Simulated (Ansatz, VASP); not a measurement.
## Ti2B3: VASP beside Ansatz

Contents of INCAR:

```
ALGO     = Normal         # electronic algorithm
EDIFF    = 1E-7           # SCF threshold, eV
ENCUT    = 520            # plane-wave cutoff, eV
GGA      = PE             # functional
ISIF     = 2              # what is computed and relaxed
ISMEAR   = 0              # smearing method
LASPH    = True           # aspherical terms in the spheres
LCHARG   = False          # write CHGCAR
LREAL    = False          # projectors in reciprocal space
LWAVE    = False          # write WAVECAR
NBANDS   = 24             # bands
NELM     = 60             # most SCF steps
PREC     = Accurate       # precision mode
SIGMA    = 0.1            # smearing width, eV
```

The input KPOINTS:

```
k-points
0
Gamma
  6 6 4
```

The input POSCAR:

```
Ti2B3
1.0
    3.5279088200      0.0000000000      0.0000000000
   -1.7639544100      3.0552586600      0.0000000000
    0.0000000000      0.0000000000      4.3758211500
Ti B
2 3
Direct
    0.0000000000      0.0000000000      0.0000000000
    0.3333333300      0.6666666700      0.5000000000
    0.6666666700      0.3333333300      0.2422697800
    0.6666666700      0.3333333300      0.7577302200
    0.0000000000      0.0000000000      0.5000000000
```

Input for Ansatz:

```yaml
crystal:
  lattice:
    - [3.52790882, 0.0, 0.0]
    - [-1.76395441, 3.05525866, 0.0]
    - [0.0, 0.0, 4.37582115]
  atoms:
    - { symbol: Ti, position: [0.0, 0.0, 0.0] }
    - { symbol: Ti, position: [0.33333333, 0.66666667, 0.5] }
    - { symbol: B, position: [0.66666667, 0.33333333, 0.24226978] }
    - { symbol: B, position: [0.66666667, 0.33333333, 0.75773022] }
    - { symbol: B, position: [0.0, 0.0, 0.5] }
basis:
  ecutwfc: 420
kpoints:
  mp_grid: { grid: [6, 6, 4] }
hamiltonian:
  xc: pbe
scf:
  occupations: { method: gaussian, width: 0.1 }
  lower_state_search: "off"
output:
  forces: true
  stress: true
  eigenvalues: true
```

Change from the starting cell: species swapped into the Co3Ge2 type (P-6m2, No. 187).

Alike in both runs: task single point; functional PBE; k mesh 6 × 6 × 4; occupations gaussian, width 0.1 eV; no spin polarisation.

```csv
,VASP,Ansatz
version,VASP 6.6.1,Ansatz 0.2.0
potentials or method,"VASP PAW PBE potentials, release 64 (Ti_sv, B), cutoff 520 eV","scalar-relativistic, plane waves, PAW"
valence electrons in the cell,33,33
```

|  | VASP | Ansatz | Ansatz less VASP |
| --- | --- | --- | --- |
| gap on the k mesh at the Fermi level (eV) | none | none | - |
| pressure (GPa) | 15.8 | 15.8 | +0.05 |
| traceless stress, the component that is largest in VASP (GPa) | -1.94 | -1.89 | +0.042 |
| rms of the force components (eV/Å) | 0.485 | 0.489 | +0.0037 |

Atom by atom the forces differ by 0.004 eV/Å (rms over components). A gap of «none» marks a metal or a gap that the smearing closes.
